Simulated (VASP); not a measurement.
# MgO (rock salt) (Fm-3m) in VASP: a series of runs, part 2 of 2

VASP 6.6.1. Earlier steps stand in the parts before.

### Step 3. Single point, PBE (volume scaled by 0.72)

File INCAR:

```
SYSTEM = MgO
ALGO = Normal
EDIFF = 1E-6
ENCUT = 600
GGA = PE
GGA_COMPAT = .False.
ISIF = 2
ISMEAR = 0
LASPH = .True.
LCHARG = .False.
LREAL = .False.
LWAVE = .False.
NBANDS = 11
NELM = 120
PREC = Accurate
SIGMA = 0.01
```

File KPOINTS:

```
k-points
0
Gamma
  10 10 10
  0 0 0
```

File POSCAR:

```
MgO
1.0
    0.0000000000      1.8866713983      1.8866713983
    1.8866713983      0.0000000000      1.8866713983
    1.8866713983      1.8866713983      0.0000000000
Mg O
1 1
Direct
    0.0000000000      0.0000000000      0.0000000000
    0.5000000000      0.5000000000      0.5000000000
```

Potentials or basis: VASP PAW PBE potentials, release 64 (Mg, O).

Started as:

```
> cat potpaw_PBE.64/Mg/POTCAR potpaw_PBE.64/O/POTCAR > POTCAR
> mpirun -np 1 vasp_std > vasp.out
```

OUTCAR:

```text
SYSTEM = MgO
   EDIFF = 1E-6
   ENCUT = 600
   GGA = PE
   ISIF = 2
   ISMEAR = 0
   LASPH = .True.
   LREAL = .False.
   NELM = 120
   PREC = Accurate

 ion  position               nearest neighbor table
   1  0.000  0.000  0.000-   2 1.89   2 1.89   2 1.89   2 1.89   2 1.89   2 1.89
   2  0.500  0.500  0.500-   1 1.89   1 1.89   1 1.89   1 1.89   1 1.89   1 1.89

  LATTYP: Found a face centered cubic cell.
 ALAT       =     3.7733427966

  Lattice vectors:

 A1 = (   0.0000000000,   1.8866713983,   1.8866713983)
 A2 = (   1.8866713983,   0.0000000000,   1.8866713983)
 A3 = (   1.8866713983,   1.8866713983,   0.0000000000)

Analysis of symmetry for initial positions (statically):
=====================================================================
 Subroutine PRICEL returns:
 Original cell was already a primitive cell.

 Routine SETGRP: Setting up the symmetry group for a
 face centered cubic supercell.

 Subroutine GETGRP returns: Found 48 space group operations
 (whereof 48 operations were pure point group operations)
 out of a pool of 48 trial point group operations.

The static configuration has the point symmetry O_h .

Analysis of symmetry for dynamics (positions and initial velocities):
=====================================================================
 Subroutine PRICEL returns:
 Original cell was already a primitive cell.

 Routine SETGRP: Setting up the symmetry group for a
 face centered cubic supercell.

 Subroutine GETGRP returns: Found 48 space group operations
 (whereof 48 operations were pure point group operations)
 out of a pool of 48 trial point group operations.

The dynamic configuration has the point symmetry O_h .

 Subroutine INISYM returns: Found 48 space group operations
 (whereof 48 operations are pure point group operations),
 and found     1 'primitive' translations

----------------------------------------------------------------------------------------

                                     Primitive cell
[... 114 lines left out ...]
  Thomas-Fermi vector in A             =   2.502572
   LORBIT       =      0    0 simple, 1 ext, 2 COOP (PROOUT), +10 PAW based schemes
   GGA     = PE    functional components
   LHFCALC =     F    Hartree Fock is set to
   AEXX    =    0.0000 exact exchange contribution
   IVDW    =     0    specifies the selected vdW correction
   LEPSILON=     F    determine dielectric tensor
   LRPA    =     F    only Hartree local field effects (RPA)
 non-spin polarized calculation
 Gauss-broadening in eV      SIGMA  =   0.01
  energy-cutoff  :      600.00
  volume of cell :       13.43
 maximum number of plane-waves:       464
 NGX is ok and might be reduce to    24
   NGX = 11   NGY = 11   NGZ = 11

 number of electron       7.9999999 magnetization

 Free energy of the ion-electron system (eV)
  ---------------------------------------------------
  ext. energy  EPLUGINS =         0.00000000
  ---------------------------------------------------
  free energy    TOTEN  =       -10.42456488 eV

  energy without entropy =      -10.42456488  energy(sigma->0) =      -10.42456488

 E-fermi :   6.3001     XC(G=0): -12.7519

 val. band max:        6.1639126180   @ k =   0.0000   0.0000   0.0000
 cond. band min:      14.8346406444   @ k =   0.0000   0.0000   0.0000
 fundamental gap:      8.6707280264
 Fermi energy:         6.3000696150

 k-point     1 :       0.0000    0.0000    0.0000
  band No.  band energies     occupation
      1     -13.1488      2.00000
      2       6.1639      2.00000
      3       6.1639      2.00000
      4       6.1639      2.00000
      5      14.8346      0.00000
      6      23.7674      0.00000
      7      23.7674      0.00000
      8      23.7674      0.00000
      9      28.6586      0.00000
     10      30.8744      0.00000
     11      30.8744      0.00000
[... 309 lines left out ...]
 k-point    24 :       0.4000    0.3000    0.0000
  band No.  band energies     occupation
      1     -11.0155      2.00000
      2       1.3701      2.00000
      3       4.3091      2.00000
      4       4.6284      2.00000
      5      16.7969      0.00000
      6      19.9704      0.00000
      7      23.7265      0.00000
      8      29.0732      0.00000
      9      29.3757      0.00000
     10      35.3615      0.00000
     11      40.6166      0.00000

 [... further k-points ...]
[... 5 lines left out ...]
  --------------------------------------------------------------------------------------
  -------------------------------------------------------------------------------------
  Total        9.4439268      9.4439268      9.4439268      0.0000000      0.0000000     -0.0000000
  in kB     1126.5342503   1126.5342503   1126.5342503      0.0000000      0.0000000     -0.0000000
  external PRESSURE =    1126.5342503 kB  Pullay stress =       0.0000000 kB

 VOLUME and BASIS-vectors are now :
 -----------------------------------------------------------------------------
  energy-cutoff  :      600.00
  volume of cell :       13.43
      direct lattice vectors                 reciprocal lattice vectors
     0.000000000  1.886671398  1.886671398    -0.265017003  0.265017003  0.265017003
     1.886671398  0.000000000  1.886671398     0.265017003 -0.265017003  0.265017003
     1.886671398  1.886671398  0.000000000     0.265017003  0.265017003 -0.265017003

 POSITION                                       TOTAL-FORCE (eV/Angst)
 -----------------------------------------------------------------------------------
      0.00000      0.00000      0.00000        -0.000000      0.000000      0.000000
      1.88667      1.88667      1.88667         0.000000     -0.000000      0.000000
 -----------------------------------------------------------------------------------
    total drift:                               -0.000000     -0.000000      0.000000

  FREE ENERGIE OF THE ION-ELECTRON SYSTEM (eV)
  ---------------------------------------------------
  free  energy   TOTEN  =       -10.4245648838 eV

  energy  without entropy=      -10.4245648838  energy(sigma->0) =      -10.42456488
```

stdout:

```text
POSCAR found type information on POSCAR MgO
 POSCAR found :  2 types and       2 ions
 scaLAPACK will be used
 LDA part: xc-table for (Slater+PW92), standard interpolation
 POSCAR, INCAR and KPOINTS ok, starting setup
 FFT: planning ... GRIDC
 FFT: planning ... GRID_SOFT
 FFT: planning ... GRID
 WAVECAR not read
 entering main loop
```

Run time: 13 s. Hardware: 1 thread of Intel Xeon 8259CL, shared host; peak memory 0.14 GiB.

What came out:

| Property | Result |
| --- | --- |
| Free energy | -10.4246 eV |
| Pressure | 112.7 GPa |
| Band gap on the k mesh | 8.67 eV, direct |

### Step 4. Single point, PBE (volume scaled by 0.8)

File INCAR:

```
  ALGO = Normal
  EDIFF = 1E-6
  ENCUT = 600
  GGA = PE
  GGA_COMPAT = F
  ISIF = 2
  ISMEAR = 0
  LASPH = T
  LCHARG = F
  LREAL = F
  LWAVE = F
  NBANDS = 11
  NELM = 120
  PREC = Accurate
  SIGMA = 0.01
```

File KPOINTS:

```
k-points
0
Gamma
  10 10 10
```

File POSCAR:

```
MgO
1.0
    0.0000000000      1.9541088990      1.9541088990
    1.9541088990      0.0000000000      1.9541088990
    1.9541088990      1.9541088990      0.0000000000
Mg O
1 1
Direct
    0.0000000000      0.0000000000      0.0000000000
    0.5000000000      0.5000000000      0.5000000000
```

Potentials or basis: VASP PAW PBE potentials, release 64 (Mg, O).

Started as:

```
> cat potpaw_PBE.64/Mg/POTCAR potpaw_PBE.64/O/POTCAR > POTCAR
> mpirun -np 1 vasp_std > vasp.out
```

OUTCAR:

```text
EDIFF = 1E-6
   ENCUT = 600
   GGA = PE
   ISIF = 2
   ISMEAR = 0
   LASPH = T
   LREAL = F
   NELM = 120
   PREC = Accurate

 ion  position               nearest neighbor table
   1  0.000  0.000  0.000-   2 1.95   2 1.95   2 1.95   2 1.95   2 1.95   2 1.95
   2  0.500  0.500  0.500-   1 1.95   1 1.95   1 1.95   1 1.95   1 1.95   1 1.95

  LATTYP: Found a face centered cubic cell.
 ALAT       =     3.9082177980

  Lattice vectors:

 A1 = (   0.0000000000,   1.9541088990,   1.9541088990)
 A2 = (   1.9541088990,   0.0000000000,   1.9541088990)
 A3 = (   1.9541088990,   1.9541088990,   0.0000000000)

Analysis of symmetry for initial positions (statically):
=====================================================================
 Subroutine PRICEL returns:
 Original cell was already a primitive cell.

 Routine SETGRP: Setting up the symmetry group for a
 face centered cubic supercell.

 Subroutine GETGRP returns: Found 48 space group operations
 (whereof 48 operations were pure point group operations)
 out of a pool of 48 trial point group operations.

The static configuration has the point symmetry O_h .

Analysis of symmetry for dynamics (positions and initial velocities):
=====================================================================
 Subroutine PRICEL returns:
 Original cell was already a primitive cell.

 Routine SETGRP: Setting up the symmetry group for a
 face centered cubic supercell.

 Subroutine GETGRP returns: Found 48 space group operations
 (whereof 48 operations were pure point group operations)
 out of a pool of 48 trial point group operations.

The dynamic configuration has the point symmetry O_h .

 Subroutine INISYM returns: Found 48 space group operations
 (whereof 48 operations are pure point group operations),
 and found     1 'primitive' translations

----------------------------------------------------------------------------------------

                                     Primitive cell

  volume of cell :      14.9237

  direct lattice vectors                    reciprocal lattice vectors
     0.000000000  1.954108899  1.954108899    -0.255871103  0.255871103  0.255871103
     1.954108899  0.000000000  1.954108899     0.255871103 -0.255871103  0.255871103
     1.954108899  1.954108899  0.000000000     0.255871103  0.255871103 -0.255871103

  length of vectors
     2.763527307  2.763527307  2.763527307     0.443181751  0.443181751  0.443181751

  position of ions in fractional coordinates (direct lattice)
     0.000000000  0.000000000  0.000000000
     0.500000000  0.500000000  0.500000000

  ion indices of the primitive-cell ions
   primitive index   ion index
                 1           1
                 2           2

----------------------------------------------------------------------------------------

 KPOINTS: k-points

Automatic generation of k-mesh.
 Grid dimensions read from file:
 generate k-points for:   10   10   10

 Generating k-lattice:

  Cartesian coordinates                     Fractional coordinates (reciprocal lattice)
    -0.025587110  0.025587110  0.025587110     0.100000000  0.000000000  0.000000000
     0.025587110 -0.025587110  0.025587110     0.000000000  0.100000000  0.000000000
     0.025587110  0.025587110 -0.025587110     0.000000000  0.000000000  0.100000000

  Length of vectors
     0.044318175  0.044318175  0.044318175

  Shift w.r.t. Gamma in fractional coordinates (k-lattice)
     0.000000000  0.000000000  0.000000000

 Subroutine IBZKPT returns following result:
 ===========================================

 Found     47 irreducible k-points:

 Following reciprocal coordinates:
            Coordinates               Weight
  0.000000  0.000000  0.000000      1.000000
  0.100000  0.000000  0.000000      8.000000
  0.200000  0.000000  0.000000      8.000000
  0.300000  0.000000  0.000000      8.000000
  0.400000  0.000000  0.000000      8.000000
  0.500000  0.000000  0.000000      4.000000
[... 16 lines left out ...]
  0.300000  0.300000  0.000000      6.000000
  0.400000  0.300000  0.000000     24.000000
 [... further k-points ...]
   k-points           NKPTS =     47   k-points in BZ     NKDIM =     47   number of bands    NBANDS=     11
   number of dos      NEDOS =    301   number of ions     NIONS =      2
   total plane-waves  NPLWV =  13824
   dimension x,y,z NGX =    24 NGY =   24 NGZ =   24
   dimension x,y,z NGXF=    48 NGYF=   48 NGZF=   48
   ions per type =               1   1
   NGX,Y,Z   is equivalent  to a cutoff of  14.44, 14.44, 14.44 a.u.
   NGXF,Y,Z  is equivalent  to a cutoff of  28.88, 28.88, 28.88 a.u.
 SYSTEM =  unknown system
   PREC   = accura    normal or accurate (medium, high low for compatibility)
   ISTART =      0    job   : 0-new  1-cont  2-samecut
   ICHARG =      2    charge: 1-file 2-atom 10-const
   ISPIN  =      1    spin polarized calculation?
   LNONCOLLINEAR =      F non collinear calculations
   LSORBIT =      F    spin-orbit coupling
   LASPH  =      T    aspherical Exc in radial PAW
   ENCUT  =  600.0 eV  44.10 Ry    6.64 a.u.   5.52  5.52  5.52*2*pi/ulx,y,z
   NELM   =    120;   NELMIN=  2; NELMDL= -5     # of ELM steps
   EDIFF  = 0.1E-05   stopping-criterion for ELM
   LREAL  =      F    real-space projection
   EDIFFG = 0.1E-04   stopping-criterion for IOM
   NSW    =      0    number of steps for IOM
   IBRION =     -1    ionic relax: 0-MD 1-quasi-New 2-CG
   NFREE  =      0    steps in history (QN), initial steepest desc. (CG)
   ISIF   =      2    stress and relaxation
   ISYM   =      2    0-nonsym 1-usesym 2-fastsym
   POTIM  = 0.5000    time-step for ionic-motion
   TEBEG  =    0.0;   TEEND  =   0.0 temperature during run
   PSTRESS=    0.0 pullay stress
   NELECT =       8.0000    total number of electrons
   NUPDOWN=      -1.0000    fix difference up-down
   EMIN   =  10.00;   EMAX   =-10.00  energy-range for DOS
   EFERMI =   0.00;   METHOD = LEGACY
   ISMEAR =     0;   SIGMA  =   0.01  broadening in eV -4-tet -1-fermi 0-gaus
   EFERMI_NEDOS =   21; number of points for ismear=-14 and -15
   IALGO  =     38    algorithm
   IMIX   =      4    mixing-type and parameters
     AMIX     =   0.40;   BMIX     =  1.00
     AMIX_MAG =   1.60;   BMIX_MAG =  1.00
  volume/ion in A,a.u.               =       7.46        50.36
  Fermi-wavevector in a.u.,A,eV,Ry     =   1.329881  2.513110 24.063034  1.768583
  Thomas-Fermi vector in A             =   2.459010
   LORBIT       =      0    0 simple, 1 ext, 2 COOP (PROOUT), +10 PAW based schemes
   GGA     = PE    functional components
   LHFCALC =     F    Hartree Fock is set to
   AEXX    =    0.0000 exact exchange contribution
   IVDW    =     0    specifies the selected vdW correction
   LEPSILON=     F    determine dielectric tensor
   LRPA    =     F    only Hartree local field effects (RPA)
 non-spin polarized calculation
 Gauss-broadening in eV      SIGMA  =   0.01
  energy-cutoff  :      600.00
  volume of cell :       14.92
 maximum number of plane-waves:       531
 NGX is ok and might be reduce to    24
   NGX = 11   NGY = 11   NGZ = 11

 number of electron       8.0000001 magnetization

 Free energy of the ion-electron system (eV)
  ---------------------------------------------------
  ext. energy  EPLUGINS =         0.00000000
  ---------------------------------------------------
  free energy    TOTEN  =       -11.23263465 eV

  energy without entropy =      -11.23263465  energy(sigma->0) =      -11.23263465

 E-fermi :   5.2958     XC(G=0): -12.1932

 val. band max:        5.0946817069   @ k =   0.0000   0.0000   0.0000
 cond. band min:      12.3391226811   @ k =   0.0000   0.0000   0.0000
 fundamental gap:      7.2444409742
 Fermi energy:         5.2957782769

 k-point     1 :       0.0000    0.0000    0.0000
  band No.  band energies     occupation
      1     -13.4845      2.00000
      2       5.0947      2.00000
      3       5.0947      2.00000
      4       5.0947      2.00000
      5      12.3391      0.00000
      6      22.1430      0.00000
      7      22.1430      0.00000
      8      22.1430      0.00000
      9      26.6998      0.00000
     10      28.7600      0.00000
     11      28.7600      0.00000
[... 309 lines left out ...]
 k-point    24 :       0.4000    0.3000    0.0000
  band No.  band energies     occupation
      1     -11.6674      2.00000
      2       0.7224      2.00000
      3       3.4335      2.00000
      4       3.7165      2.00000
      5      15.5906      0.00000
      6      17.4676      0.00000
      7      21.2938      0.00000
      8      26.4127      0.00000
      9      26.6762      0.00000
     10      32.8652      0.00000
     11      36.9717      0.00000

 [... further k-points ...]
[... 5 lines left out ...]
  --------------------------------------------------------------------------------------
  -------------------------------------------------------------------------------------
  Total        5.9024707      5.9024707      5.9024707     -0.0000000     -0.0000000     -0.0000000
  in kB      633.6772866    633.6772866    633.6772866     -0.0000000     -0.0000000     -0.0000000
  external PRESSURE =     633.6772866 kB  Pullay stress =       0.0000000 kB

 VOLUME and BASIS-vectors are now :
 -----------------------------------------------------------------------------
  energy-cutoff  :      600.00
  volume of cell :       14.92
      direct lattice vectors                 reciprocal lattice vectors
     0.000000000  1.954108899  1.954108899    -0.255871103  0.255871103  0.255871103
     1.954108899  0.000000000  1.954108899     0.255871103 -0.255871103  0.255871103
     1.954108899  1.954108899  0.000000000     0.255871103  0.255871103 -0.255871103

 POSITION                                       TOTAL-FORCE (eV/Angst)
 -----------------------------------------------------------------------------------
      0.00000      0.00000      0.00000        -0.000000      0.000000      0.000000
      1.95411      1.95411      1.95411         0.000000      0.000000     -0.000000
 -----------------------------------------------------------------------------------
    total drift:                               -0.000000     -0.000000      0.000000

  FREE ENERGIE OF THE ION-ELECTRON SYSTEM (eV)
  ---------------------------------------------------
  free  energy   TOTEN  =       -11.2326346466 eV

  energy  without entropy=      -11.2326346466  energy(sigma->0) =      -11.23263465
```

OSZICAR:

```text
N       E                     dE             d eps       ncg     rms          rms(c)
DAV:   1     0.189232566973E+02    0.18923E+02   -0.52503E+03  1170   0.749E+02
DAV:   2    -0.123458484230E+02   -0.31269E+02   -0.30757E+02  1183   0.159E+02
DAV:   3    -0.129326416007E+02   -0.58679E+00   -0.58638E+00  1246   0.185E+01
DAV:   4    -0.129339496820E+02   -0.13081E-02   -0.13081E-02  1151   0.964E-01
DAV:   5    -0.129339531307E+02   -0.34487E-05   -0.34486E-05  1193   0.477E-02    0.765E+00
DAV:   6    -0.112557898950E+02    0.16782E+01   -0.76637E+00  1070   0.167E+01    0.201E+00
DAV:   7    -0.112386705669E+02    0.17119E-01   -0.77243E-02  1175   0.225E+00    0.132E+00
DAV:   8    -0.112327618119E+02    0.59088E-02   -0.16141E-02  1097   0.148E+00    0.151E-01
DAV:   9    -0.112326056221E+02    0.15619E-03   -0.31787E-04  1202   0.118E-01    0.863E-02
DAV:  10    -0.112326358891E+02   -0.30267E-04   -0.29843E-04  1139   0.129E-01    0.157E-02
DAV:  11    -0.112326347262E+02    0.11629E-05   -0.11571E-05  1181   0.245E-02    0.164E-03
DAV:  12    -0.112326346466E+02    0.79598E-07   -0.17255E-07   628   0.381E-03
   1 F= -.11232635E+02 E0= -.11232635E+02  d E =0.000000E+00
```

It took 14 s on 1 thread of Intel Xeon 8259CL, shared host; peak memory 0.14 GiB.

What came out:

| Quantity | Value |
| --- | --- |
| Free energy | -11.2326 eV |
| Pressure | 63.4 GPa |
| Band gap on the k mesh | 7.24 eV, direct |

Levels at points of the mesh, in eV from the valence-band top:
```tsv
k point	band 1	band 2	band 3	band 4	band 5	band 6	band 7	band 8
(0.00, 0.00, 0.00)	-18.58	0.00	0.00	0.00	7.24	17.05	17.05	17.05
(0.50, 0.00, 0.00)	-16.63	-5.71	-0.96	-0.96	9.42	15.29	18.75	18.75
(0.50, 0.50, 0.00)	-16.31	-5.08	-1.68	-1.68	9.28	12.66	15.69	22.70
```

### Step 5. Summary

```csv
cell,gap on the mesh (eV),pressure (GPa)
"a = 2.511 Å, angles 60.0°, 2 atoms",9.07,251.0
"a = 2.668 Å, angles 60.0°, 2 atoms",8.67,112.7
"a = 2.764 Å, angles 60.0°, 2 atoms",7.24,63.4
```

Alike in all rows: task single point; level PBE; potentials or basis VASP PAW PBE potentials, release 64 (Mg, O); no spin polarisation; k mesh 10 × 10 × 10; cutoff (eV) 600; smearing gaussian 0.01 eV.

Absolute energies hang on the potentials; compare differences alone.
